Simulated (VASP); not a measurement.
# PbO (P4/nmm) in VASP: notebook, part 2 of 2

VASP 6.6.1. The steps go on from the part before.

**3. Electric field gradients, LDA (19.04 Å³/atom)**

This run uses another cell than the first one, of 19.04 Å³/atom.

INCAR reads:

```
PREC = Accurate ; ENCUT = 520
EDIFF = 1E-8 ; ISMEAR = -1
SIGMA = 0.03 ; LREAL = F
LASPH = T ; NELM = 80
ALGO = Normal ; ISIF = 2
LWAVE = F ; LCHARG = F
LEFG = T ; NBANDS = 28
```

KPOINTS reads:

```
Automatic mesh
0
Gamma
  7 7 6
```

POSCAR reads:

```
PbO
1.0
    3.9206853073      0.0000000000      0.0000000000
    0.0000000000      3.9206853073      0.0000000000
    0.0000000000      0.0000000000      4.9541268149
Pb O
2 2
Direct
    0.0000000000      0.5000000000      0.2351000000
    0.5000000000      0.0000000000      0.7649000000
    0.0000000000      0.0000000000      0.0000000000
    0.5000000000      0.5000000000      0.0000000000
```

Potentials or basis: VASP PAW LDA potentials, release 64 (Pb_d, O).

The run is started by

```bash
$ cat potpaw_LDA.64/Pb_d/POTCAR potpaw_LDA.64/O/POTCAR > POTCAR
$ mpirun -np 1 vasp_std > vasp.out
```

OUTCAR:

```text
PREC = Accurate
   ENCUT = 520
   EDIFF = 1E-8
   ISMEAR = -1
   LREAL = F
   LASPH = T
   NELM = 80
   ISIF = 2

 ion  position               nearest neighbor table
   1  0.000  0.500  0.235-   3 2.28   4 2.28   3 2.28   4 2.28   2 3.62   2 3.62   2 3.62   2 3.62
                             2 3.82   2 3.82   2 3.82   2 3.82
   2  0.500  0.000  0.765-   3 2.28   4 2.28   4 2.28   3 2.28   1 3.62   1 3.62   1 3.62   1 3.62
                             1 3.82   1 3.82   1 3.82   1 3.82
   3  0.000  0.000  0.000-   1 2.28   2 2.28   1 2.28   2 2.28
   4  0.500  0.500  0.000-   1 2.28   2 2.28   2 2.28   1 2.28

  LATTYP: Found a simple tetragonal cell.
 ALAT       =     3.9206853073
 C/A-ratio  =     1.2635869565

  Lattice vectors:

 A1 = (   3.9206853073,   0.0000000000,   0.0000000000)
 A2 = (   0.0000000000,   3.9206853073,   0.0000000000)
 A3 = (   0.0000000000,   0.0000000000,   4.9541268149)

Analysis of symmetry for initial positions (statically):
=====================================================================
 Subroutine PRICEL returns:
 Original cell was already a primitive cell.

 Routine SETGRP: Setting up the symmetry group for a
 simple tetragonal supercell.

 Subroutine GETGRP returns: Found 16 space group operations
 (whereof  8 operations were pure point group operations)
 out of a pool of 16 trial point group operations.

The static configuration has the point symmetry D_2d.
 The point group associated with its full space group is D_4h.

Analysis of symmetry for dynamics (positions and initial velocities):
=====================================================================
 Subroutine PRICEL returns:
 Original cell was already a primitive cell.

 Routine SETGRP: Setting up the symmetry group for a
 simple tetragonal supercell.

 Subroutine GETGRP returns: Found 16 space group operations
 (whereof  8 operations were pure point group operations)
 out of a pool of 16 trial point group operations.

The dynamic configuration has the point symmetry D_2d.
 The point group associated with its full space group is D_4h.

 Subroutine INISYM returns: Found 16 space group operations
 (whereof  8 operations are pure point group operations),
 and found     1 'primitive' translations

----------------------------------------------------------------------------------------

                                     Primitive cell

  volume of cell :      76.1537

  direct lattice vectors                    reciprocal lattice vectors
     3.920685307  0.000000000  0.000000000     0.255057451  0.000000000  0.000000000
     0.000000000  3.920685307  0.000000000     0.000000000  0.255057451  0.000000000
     0.000000000  0.000000000  4.954126815     0.000000000  0.000000000  0.201851918

  length of vectors
     3.920685307  3.920685307  4.954126815     0.255057451  0.255057451  0.201851918

  position of ions in fractional coordinates (direct lattice)
     0.000000000  0.500000000  0.235100000
     0.500000000  0.000000000  0.764900000
[... 95 lines left out ...]
   EFERMI =   0.00;   METHOD = LEGACY
   ISMEAR =    -1;   SIGMA  =   0.03  broadening in eV -4-tet -1-fermi 0-gaus
   EFERMI_NEDOS =   21; number of points for ismear=-14 and -15
   IALGO  =     38    algorithm
   IMIX   =      4    mixing-type and parameters
     AMIX     =   0.40;   BMIX     =  1.00
     AMIX_MAG =   1.60;   BMIX_MAG =  1.00
  volume/ion in A,a.u.               =      19.04       128.48
  Fermi-wavevector in a.u.,A,eV,Ry     =   1.320883  2.496108 23.738531  1.744733
  Thomas-Fermi vector in A             =   2.450677
   LORBIT       =      0    0 simple, 1 ext, 2 COOP (PROOUT), +10 PAW based schemes
   GGA     = CA    functional components
   LHFCALC =     F    Hartree Fock is set to
   AEXX    =    0.0000 exact exchange contribution
   IVDW    =     0    specifies the selected vdW correction
   LEPSILON=     F    determine dielectric tensor
   LRPA    =     F    only Hartree local field effects (RPA)
 non-spin polarized calculation
  energy-cutoff  :      520.00
  volume of cell :       76.15
 maximum number of plane-waves:      2083
 NGX is ok and might be reduce to    30
   NGX = 15   NGY = 15   NGZ = 19

 number of electron      39.9999989 magnetization

 Free energy of the ion-electron system (eV)
  ---------------------------------------------------
  ext. energy  EPLUGINS =         0.00000000
  ---------------------------------------------------
  free energy    TOTEN  =       -24.38705854 eV

  energy without entropy =      -24.38705854  energy(sigma->0) =      -24.38705854

 E-fermi :   6.0604     XC(G=0): -10.5028

 val. band max:        5.3795388274   @ k =   0.1429   0.0000   0.0000
 cond. band min:       6.7609128895   @ k =   0.4286   0.4286   0.0000
 fundamental gap:      1.3813740622
 Fermi energy:         6.0604193742

 k-point     1 :       0.0000    0.0000    0.0000
  band No.  band energies     occupation
      1     -13.2831      2.00000
      2     -12.6456      2.00000
      3     -10.7017      2.00000
      4     -10.7017      2.00000
      5     -10.6167      2.00000
      6     -10.6103      2.00000
[... 733 lines left out ...]
     27      14.6800      0.00000
     28      15.4398      0.00000

 [... further k-points ...]

------------------------ aborting loop because EDIFF is reached ----------------------------------------

  FORCE on cell =-STRESS in cart. coord.  units (eV):
  Direction    XX          YY          ZZ          XY          YZ          ZX
  --------------------------------------------------------------------------------------
  -------------------------------------------------------------------------------------
  Total        1.0396962      1.0396962      0.9354662      0.0000000      0.0000000      0.0000000
  in kB       21.8738863     21.8738863     19.6810205      0.0000000      0.0000000      0.0000000
  external PRESSURE =      21.1429311 kB  Pullay stress =       0.0000000 kB

 VOLUME and BASIS-vectors are now :
 -----------------------------------------------------------------------------
  energy-cutoff  :      520.00
  volume of cell :       76.15
      direct lattice vectors                 reciprocal lattice vectors
     3.920685307  0.000000000  0.000000000     0.255057451  0.000000000  0.000000000
     0.000000000  3.920685307  0.000000000     0.000000000  0.255057451  0.000000000
     0.000000000  0.000000000  4.954126815     0.000000000  0.000000000  0.201851918

 POSITION                                       TOTAL-FORCE (eV/Angst)
 -----------------------------------------------------------------------------------
      0.00000      1.96034      1.16472         0.000000      0.000000      0.495007
      1.96034      0.00000      3.78941        -0.000000      0.000000     -0.495007
      0.00000      0.00000      0.00000        -0.000000      0.000000      0.000000
      1.96034      1.96034      0.00000         0.000000     -0.000000      0.000000
 -----------------------------------------------------------------------------------
    total drift:                                0.000000      0.000000     -0.000000

  FREE ENERGIE OF THE ION-ELECTRON SYSTEM (eV)
  ---------------------------------------------------
  free  energy   TOTEN  =       -24.3870585387 eV

  energy  without entropy=      -24.3870585387  energy(sigma->0) =      -24.38705854

 Electric field gradients (V/A^2)
---------------------------------------------------------------------
 ion       V_xx      V_yy      V_zz      V_xy      V_xz      V_yz
---------------------------------------------------------------------
   1     119.711   119.711  -239.423     0.000     0.000    -0.000
   2     119.711   119.711  -239.423    -0.000     0.000     0.000
   3       1.605     1.605    -3.209     0.000     0.000     0.000
   4       1.605     1.605    -3.209     0.000    -0.000    -0.000
---------------------------------------------------------------------

 Electric field gradients after diagonalization (V/A^2)
 (convention: |V_zz| > |V_xx| > |V_yy|)
----------------------------------------------------------------------
 ion       V_xx      V_yy      V_zz     asymmetry (V_yy - V_xx)/ V_zz
----------------------------------------------------------------------
   1     119.711   119.711  -239.423       0.000
   2     119.711   119.711  -239.423       0.000
   3       1.605     1.605    -3.209       0.000
   4       1.605     1.605    -3.209       0.000
----------------------------------------------------------------------

           NMR quadrupolar parameters

 Cq : quadrupolar parameter    Cq=e*Q*V_zz/h
 eta: asymmetry parameters     (V_yy - V_xx)/ V_zz
 Q  : nuclear electric quadrupole moment in mb (millibarn)
----------------------------------------------------------------------
 ion       Cq(MHz)       eta       Q (mb)
----------------------------------------------------------------------
   1      -0.579       0.000       1.000
   2      -0.579       0.000       1.000
   3      -0.008       0.000       1.000
   4      -0.008       0.000       1.000
----------------------------------------------------------------------
```

Run time: 2.6 min. Hardware: 1 thread of Intel Xeon 8259CL, shared host; peak memory 0.2 GiB.

What came out:

```yaml
Free_energy: -24.3871 eV
Pressure: 2.1 GPa
Largest_force: 0.495 eV/Å
Band_gap_on_the_k_mesh: 1.38 eV (least direct gap 2.27 eV)
Largest_electric_field_gradient_by_atom: Pb -239.4; O -3.2 V/Å²
```

Forces in eV/Å, atoms in the order of the input:
```
Pb   0.000  0.000  0.495
Pb   0.000  0.000 -0.495
O    0.000  0.000  0.000
O    0.000  0.000  0.000
```

Levels at points of the mesh, in eV from the valence-band top:
| k point | band 18 | band 19 | band 20 | band 21 | band 22 | band 23 |
| --- | --- | --- | --- | --- | --- | --- |
| (0.00, 0.00, 0.00) | -1.95 | -1.94 | -0.02 | 2.38 | 5.30 | 5.72 |
| (0.00, 0.00, 0.50) | -1.98 | -1.98 | -1.10 | 1.78 | 3.95 | 3.95 |

Electric field gradients, principal values (V/Å²):
| atom | least | middle | greatest (by size) |
| --- | --- | --- | --- |
| 1 Pb | 119.711 | 119.711 | -239.423 |
| 2 Pb | 119.711 | 119.711 | -239.423 |
| 3 O | 1.605 | 1.605 | -3.209 |
| 4 O | 1.605 | 1.605 | -3.209 |

Caveat: without QUAD_EFG the Cq values of the log hold for a quadrupole moment of 1 mb, not for the nuclei; spin-orbit coupling is left out, which moves the levels of the heavy elements; an odd mesh through Γ misses points on the zone boundary, where band edges can lie.

**4. Electric field gradients, LDA (19.04 Å³/atom)**

This run uses another cell than the first one, of 19.04 Å³/atom.

INCAR reads:

```
SYSTEM = PbO
PREC = Accurate ; ENCUT = 520
EDIFF = 1E-8 ; ISMEAR = -1
SIGMA = 0.03 ; LREAL = .FALSE.
LASPH = .TRUE. ; NELM = 60
ALGO = Normal ; ISIF = 2
LWAVE = .FALSE. ; LCHARG = .FALSE.
GGA = CA ; LEFG = .TRUE.
NBANDS = 28
```

KPOINTS reads:

```
regular mesh
0
G
  7 7 6
  0 0 0
```

POSCAR is that of step 3.

Potentials or basis: VASP PAW LDA potentials, release 64 (Pb_d, O).

The run is started by

```bash
$ cat potpaw_LDA.64/Pb_d/POTCAR potpaw_LDA.64/O/POTCAR > POTCAR
$ mpirun -np 1 vasp_std > vasp.out
```

OUTCAR:

```text
SYSTEM = PbO
   PREC = Accurate
   ENCUT = 520
   EDIFF = 1E-8
   ISMEAR = -1
   LREAL = .FALSE.
   LASPH = .TRUE.
   NELM = 60
   ISIF = 2
   GGA = CA

 ion  position               nearest neighbor table
   1  0.000  0.500  0.235-   3 2.28   4 2.28   3 2.28   4 2.28   2 3.62   2 3.62   2 3.62   2 3.62
                             2 3.82   2 3.82   2 3.82   2 3.82
   2  0.500  0.000  0.765-   3 2.28   4 2.28   4 2.28   3 2.28   1 3.62   1 3.62   1 3.62   1 3.62
                             1 3.82   1 3.82   1 3.82   1 3.82
   3  0.000  0.000  0.000-   1 2.28   2 2.28   1 2.28   2 2.28
   4  0.500  0.500  0.000-   1 2.28   2 2.28   2 2.28   1 2.28

  LATTYP: Found a simple tetragonal cell.
 ALAT       =     3.9206853073
 C/A-ratio  =     1.2635869565

  Lattice vectors:

 A1 = (   3.9206853073,   0.0000000000,   0.0000000000)
 A2 = (   0.0000000000,   3.9206853073,   0.0000000000)
 A3 = (   0.0000000000,   0.0000000000,   4.9541268149)

Analysis of symmetry for initial positions (statically):
=====================================================================
 Subroutine PRICEL returns:
 Original cell was already a primitive cell.

 Routine SETGRP: Setting up the symmetry group for a
 simple tetragonal supercell.

 Subroutine GETGRP returns: Found 16 space group operations
 (whereof  8 operations were pure point group operations)
 out of a pool of 16 trial point group operations.

The static configuration has the point symmetry D_2d.
 The point group associated with its full space group is D_4h.

Analysis of symmetry for dynamics (positions and initial velocities):
[... 918 lines left out ...]

  FORCE on cell =-STRESS in cart. coord.  units (eV):
  Direction    XX          YY          ZZ          XY          YZ          ZX
  --------------------------------------------------------------------------------------
  -------------------------------------------------------------------------------------
  Total        1.0396962      1.0396962      0.9354662      0.0000000      0.0000000      0.0000000
  in kB       21.8738863     21.8738863     19.6810205      0.0000000      0.0000000      0.0000000
  external PRESSURE =      21.1429311 kB  Pullay stress =       0.0000000 kB

 VOLUME and BASIS-vectors are now :
 -----------------------------------------------------------------------------
  energy-cutoff  :      520.00
  volume of cell :       76.15
      direct lattice vectors                 reciprocal lattice vectors
     3.920685307  0.000000000  0.000000000     0.255057451  0.000000000  0.000000000
     0.000000000  3.920685307  0.000000000     0.000000000  0.255057451  0.000000000
     0.000000000  0.000000000  4.954126815     0.000000000  0.000000000  0.201851918

 POSITION                                       TOTAL-FORCE (eV/Angst)
 -----------------------------------------------------------------------------------
      0.00000      1.96034      1.16472         0.000000      0.000000      0.495007
      1.96034      0.00000      3.78941        -0.000000      0.000000     -0.495007
      0.00000      0.00000      0.00000        -0.000000      0.000000      0.000000
      1.96034      1.96034      0.00000         0.000000     -0.000000      0.000000
 -----------------------------------------------------------------------------------
    total drift:                                0.000000      0.000000     -0.000000

  FREE ENERGIE OF THE ION-ELECTRON SYSTEM (eV)
  ---------------------------------------------------
  free  energy   TOTEN  =       -24.3870585387 eV

  energy  without entropy=      -24.3870585387  energy(sigma->0) =      -24.38705854

 Electric field gradients (V/A^2)
---------------------------------------------------------------------
 ion       V_xx      V_yy      V_zz      V_xy      V_xz      V_yz
---------------------------------------------------------------------
   1     119.711   119.711  -239.423     0.000     0.000    -0.000
   2     119.711   119.711  -239.423    -0.000     0.000     0.000
   3       1.605     1.605    -3.209     0.000     0.000     0.000
   4       1.605     1.605    -3.209     0.000    -0.000    -0.000
---------------------------------------------------------------------

 Electric field gradients after diagonalization (V/A^2)
 (convention: |V_zz| > |V_xx| > |V_yy|)
----------------------------------------------------------------------
 ion       V_xx      V_yy      V_zz     asymmetry (V_yy - V_xx)/ V_zz
----------------------------------------------------------------------
   1     119.711   119.711  -239.423       0.000
   2     119.711   119.711  -239.423       0.000
   3       1.605     1.605    -3.209       0.000
   4       1.605     1.605    -3.209       0.000
----------------------------------------------------------------------

           NMR quadrupolar parameters

 Cq : quadrupolar parameter    Cq=e*Q*V_zz/h
 eta: asymmetry parameters     (V_yy - V_xx)/ V_zz
 Q  : nuclear electric quadrupole moment in mb (millibarn)
----------------------------------------------------------------------
 ion       Cq(MHz)       eta       Q (mb)
----------------------------------------------------------------------
   1      -0.579       0.000       1.000
   2      -0.579       0.000       1.000
   3      -0.008       0.000       1.000
   4      -0.008       0.000       1.000
----------------------------------------------------------------------
```

OSZICAR:

```text
N       E                     dE             d eps       ncg     rms          rms(c)
DAV:   1     0.468633926954E+03    0.46863E+03   -0.19660E+04  2240   0.173E+03
DAV:   2     0.321281648727E+02   -0.43651E+03   -0.41844E+03  2300   0.455E+02
DAV:   3    -0.261208867068E+02   -0.58249E+02   -0.56848E+02  2792   0.183E+02
DAV:   4    -0.286457038112E+02   -0.25248E+01   -0.25161E+01  2620   0.397E+01
DAV:   5    -0.287228320124E+02   -0.77128E-01   -0.77114E-01  2604   0.743E+00    0.119E+01
DAV:   6    -0.246180660811E+02    0.41048E+01   -0.22308E+01  3308   0.401E+01    0.501E+00
DAV:   7    -0.244517049889E+02    0.16636E+00   -0.25883E+00  2772   0.115E+01    0.238E+00
DAV:   8    -0.244010323648E+02    0.50673E-01   -0.53228E-01  2488   0.473E+00    0.819E-01
DAV:   9    -0.243864737472E+02    0.14559E-01   -0.64093E-02  3560   0.220E+00    0.209E-01
DAV:  10    -0.243874113527E+02   -0.93761E-03   -0.10921E-02  2696   0.722E-01    0.966E-02
DAV:  11    -0.243870959310E+02    0.31542E-03   -0.20327E-03  3880   0.383E-01    0.530E-02
DAV:  12    -0.243870769860E+02    0.18945E-04   -0.17345E-04  2904   0.108E-01    0.388E-02
DAV:  13    -0.243870592041E+02    0.17782E-04   -0.85340E-05  3576   0.734E-02    0.636E-03
DAV:  14    -0.243870591024E+02    0.10165E-06   -0.80483E-06  3424   0.300E-02    0.547E-03
DAV:  15    -0.243870585790E+02    0.52336E-06   -0.33401E-06  3736   0.192E-02    0.194E-03
DAV:  16    -0.243870585419E+02    0.37104E-07   -0.39790E-07  3216   0.482E-03    0.772E-04
DAV:  17    -0.243870585387E+02    0.32287E-08   -0.36676E-08  2156   0.137E-03
   1 F= -.24387059E+02 E0= -.24387059E+02  d E =-.544478E-11
```

Run time: 2.4 min. Hardware: 1 thread of Intel Xeon 8259CL, shared host; peak memory 0.2 GiB.

What came out:

| Quantity | Value |
| --- | --- |
| Free energy | -24.3871 eV |
| Pressure | 2.1 GPa |
| Largest force | 0.495 eV/Å |
| Band gap on the k mesh | 1.38 eV (least direct gap 2.27 eV) |
| Largest electric field gradient by atom | Pb -239.4; O -3.2 V/Å² |

Forces on the atoms (eV/Å):
```
Pb   0.000  0.000  0.495
Pb   0.000  0.000 -0.495
O    0.000  0.000  0.000
O    0.000  0.000  0.000
```

Electric field gradients, principal values (V/Å²):
| atom | least | middle | greatest (by size) |
| --- | --- | --- | --- |
| 1 Pb | 119.711 | 119.711 | -239.423 |
| 2 Pb | 119.711 | 119.711 | -239.423 |
| 3 O | 1.605 | 1.605 | -3.209 |
| 4 O | 1.605 | 1.605 | -3.209 |

Caveat: without QUAD_EFG the Cq values of the log hold for a quadrupole moment of 1 mb, not for the nuclei; spin-orbit coupling is left out, which moves the levels of the heavy elements; an odd mesh through Γ misses points on the zone boundary, where band edges can lie.
